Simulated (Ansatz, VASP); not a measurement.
One calculation of SnO2, two programs

Contents of INCAR:

```
SYSTEM = SnO2
  ALGO = Normal
  EDIFF = 1E-6
  ENCUT = 520
  GGA = PE
  ISIF = 2
  ISMEAR = -1
  LASPH = .True.
  LCHARG = .True.
  LELF = .True.
  LREAL = .False.
  LVHAR = .True.
  LWAVE = .False.
  NBANDS = 20
  NELM = 60
  PREC = Accurate
  SIGMA = 0.05
```

KPOINTS

```
k-points
0
Gamma
  9 9 9
  0 0 0
```

The input POSCAR:

```
SnO2
1.0
    0.0000000000      2.5741500000      2.5741500000
    2.5741500000      0.0000000000      2.5741500000
    2.5741500000      2.5741500000      0.0000000000
Sn O
1 2
Direct
   -0.0027650000     -0.0182110000      0.0218970000
    0.7469760000      0.7521670000      0.7595630000
    0.2342790000      0.2753380000      0.2411290000
```

input.yaml

```yaml
crystal:
  lattice:
    - [0.0, 2.57415, 2.57415]
    - [2.57415, 0.0, 2.57415]
    - [2.57415, 2.57415, 0.0]
  atoms:
    - { symbol: Sn, position: [-0.002765, -0.018211, 0.021897] }
    - { symbol: O, position: [0.746976, 0.752167, 0.759563] }
    - { symbol: O, position: [0.234279, 0.275338, 0.241129] }
kpoints:
  mp_grid: { grid: [9, 9, 9] }
scf:
  occupations: { method: fermi_dirac, width: 0.05 }
hamiltonian:
  xc: pbe
  pseudopotentials: { kind: all_electron, lapw: { basis_error: 0.001 } }
output:
  forces: true
  stress: true
  eigenvalues: true
  populations: true
```

Change from the starting cell: atoms moved at random, drawn with an rms of 0.05 Å.

Alike in both runs: task single point; functional PBE; k mesh 9 × 9 × 9; occupations fermi-dirac, width 0.05 eV; no spin polarisation.

|  | VASP | Ansatz |
| --- | --- | --- |
| version | VASP 6.6.1 | Ansatz 0.2.0 |
| potentials or method | VASP PAW PBE potentials, release 64 (Sn_d, O), cutoff 520 eV | all-electron LAPW, scalar-relativistic |

Ansatz gave:

| Quantity | Value |
| --- | --- |
| gap on the k mesh at the Fermi level (eV) | none |
| pressure (GPa) | 0.7 |
| traceless stress, the component that is largest in VASP (GPa) | 1.20 |
| rms of the force components (eV/Å) | 0.514 |

Which values does VASP return?

gap on the k mesh at the Fermi level (eV): none; pressure (GPa): 1.3; traceless stress, the component that is largest in VASP (GPa): 1.31; rms of the force components (eV/Å): 0.529.

Atom by atom the forces differ by 0.017 eV/Å (rms over components). A gap of «none» marks a metal or a gap that the smearing closes. Ansatz ran all-electron here, and VASP with PAW potentials.
